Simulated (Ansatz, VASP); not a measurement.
# Mg2ZrH6 in VASP and in Ansatz

File INCAR:

```
SYSTEM = Mg2ZrH6
ALGO     = Normal         ! electronic algorithm
EDIFF    = 1E-6           ! SCF threshold, eV
ENCUT    = 520            ! plane-wave cutoff, eV
GGA      = PE             ! functional
ISIF     = 2              ! what is computed and relaxed
ISMEAR   = 0              ! smearing method
LASPH    = .TRUE.         ! aspherical terms in the spheres
LCHARG   = .FALSE.        ! write CHGCAR
LREAL    = .FALSE.        ! projectors in reciprocal space
LWAVE    = .FALSE.        ! write WAVECAR
NBANDS   = 21             ! bands
NELM     = 100            ! most SCF steps
PREC     = Accurate       ! precision mode
SIGMA    = 0.1            ! smearing width, eV
```

KPOINTS

```
k-points
0
G
  4 4 4
  0 0 0
```

The input POSCAR:

```
Mg2ZrH6
1.0
    0.0000000000      4.3070101300      4.3070101300
    4.3070101300      0.0000000000      4.3070101300
    4.3070101300      4.3070101300      0.0000000000
Mg Zr H
2 1 6
Direct
    0.7500000000      0.7500000000      0.7500000000
    0.2500000000      0.2500000000      0.2500000000
    0.0000000000      0.0000000000      0.0000000000
    0.5000000000      0.0000000000      0.0000000000
    0.0000000000      0.5000000000      0.5000000000
    0.0000000000      0.5000000000      0.0000000000
    0.5000000000      0.0000000000      0.5000000000
    0.0000000000      0.0000000000      0.5000000000
    0.5000000000      0.5000000000      0.0000000000
```

Input for Ansatz:

```yaml
crystal:
  lattice:
    - [0.0, 4.30701013, 4.30701013]
    - [4.30701013, 0.0, 4.30701013]
    - [4.30701013, 4.30701013, 0.0]
  atoms:
    - { symbol: Mg, position: [0.75, 0.75, 0.75] }
    - { symbol: Mg, position: [0.25, 0.25, 0.25] }
    - { symbol: Zr, position: [0.0, 0.0, 0.0] }
    - { symbol: H, position: [0.5, 0.0, 0.0] }
    - { symbol: H, position: [0.0, 0.5, 0.5] }
    - { symbol: H, position: [0.0, 0.5, 0.0] }
    - { symbol: H, position: [0.5, 0.0, 0.5] }
    - { symbol: H, position: [0.0, 0.0, 0.5] }
    - { symbol: H, position: [0.5, 0.5, 0.0] }
basis:
  ecutwfc: 420
kpoints:
  mp_grid: { grid: [4, 4, 4] }
hamiltonian:
  xc: pbe
scf:
  occupations: { method: gaussian, width: 0.1 }
  lower_state_search: "off"
output:
  forces: true
  stress: true
  eigenvalues: true
```

Change from the starting cell: ordered vacancies on the A sites of perovskite (Fm-3m, No. 225).

Alike in both runs: task single point; functional PBE; k mesh 4 × 4 × 4; occupations gaussian, width 0.1 eV; no spin polarisation.

|  | VASP | Ansatz |
| --- | --- | --- |
| version | VASP 6.6.1 | Ansatz 0.2.0 |
| potentials or method | VASP PAW PBE potentials, release 64 (Mg, Zr_sv, H), cutoff 520 eV | scalar-relativistic, plane waves, PAW |
| valence electrons in the cell | 22 | 38 |

|  | VASP | Ansatz | Ansatz less VASP |
| --- | --- | --- | --- |
| gap on the k mesh at the Fermi level (eV) | none | none | - |
| pressure (GPa) | -11.5 | -11.4 | +0.13 |

A gap of «none» marks a metal or a gap that the smearing closes. VASP's potentials hold 22 valence electrons a cell and Ansatz's 38, so a difference there can come from the potentials and not from the codes.
